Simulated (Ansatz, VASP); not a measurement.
One calculation of GaN, two programs

File POSCAR:

```
GaN
1.0
    0.0000000000      2.2041606323      2.2041606323
    2.2041606323      0.0000000000      2.2041606323
    2.2041606323      2.2041606323      0.0000000000
Ga N
1 1
Direct
    0.0000000000      0.0000000000      0.0000000000
    0.5000000000      0.5000000000      0.5000000000
```

INCAR.step1

```
ALGO = Normal
EDIFF = 1E-4
ENCUT = 520
GGA = PE
ISMEAR = 0
LASPH = True
LCHARG = False
LREAL = False
LWAVE = True
NBANDS = 16
NELM = 100
PREC = Accurate
SIGMA = 0.01
```

INCAR.step2

```
ALGO = Normal
EDIFF = 1E-6
ENCUT = 520
ISIF = 2
ISMEAR = 0
ISTART = 1
LASPH = True
LCHARG = True
LELF = True
LMIXTAU = True
LREAL = False
LVHAR = True
LWAVE = False
METAGGA = R2SCAN
NBANDS = 16
NELM = 100
PREC = Accurate
SIGMA = 0.01
```

KPOINTS

```
k-points
0
Gamma
  8 8 8
```

Input for Ansatz:

```yaml
crystal:
  lattice:
    - [0.0, 2.2041606323264764, 2.2041606323264764]
    - [2.2041606323264764, 0.0, 2.2041606323264764]
    - [2.2041606323264764, 2.2041606323264764, 0.0]
  atoms:
    - { symbol: Ga, position: [0.0, 0.0, 0.0] }
    - { symbol: "N", position: [0.5, 0.5, 0.5] }
basis:
  ecutwfc: 653.073269903712
kpoints:
  mp_grid:
    grid: [8, 8, 8]
hamiltonian:
  xc: r2scan
scf:
  algorithm: direct_min
  n_extra_bands: 4
  self_checks: low
  convergence:
    dr2_threshold: 1.0e-05
  mixing:
    algorithm: anderson
    beta: 0.1
  occupations:
    method: fixed
output:
  stress: true
```

Alike in both runs: task single point; functional r2SCAN; k mesh 8 × 8 × 8; no spin polarisation.

```csv
,VASP,Ansatz
version,VASP 6.6.1,Ansatz 0.2.0
potentials or method,"VASP PAW PBE potentials, release 64 (Ga_d, N), cutoff 520 eV","plane waves, PAW"
occupations,"gaussian, width 0.01 eV",fixed
valence electrons in the cell,18,18
```

```csv
,VASP,Ansatz,Ansatz less VASP
gap on the k mesh at the Fermi level (eV),0.31,0.33,+0.019
pressure (GPa),-23.4,-24.0,-0.53
```

VASP's potentials were made for PBE, not for r2SCAN. Ansatz's warnings: stress scf threshold loose.
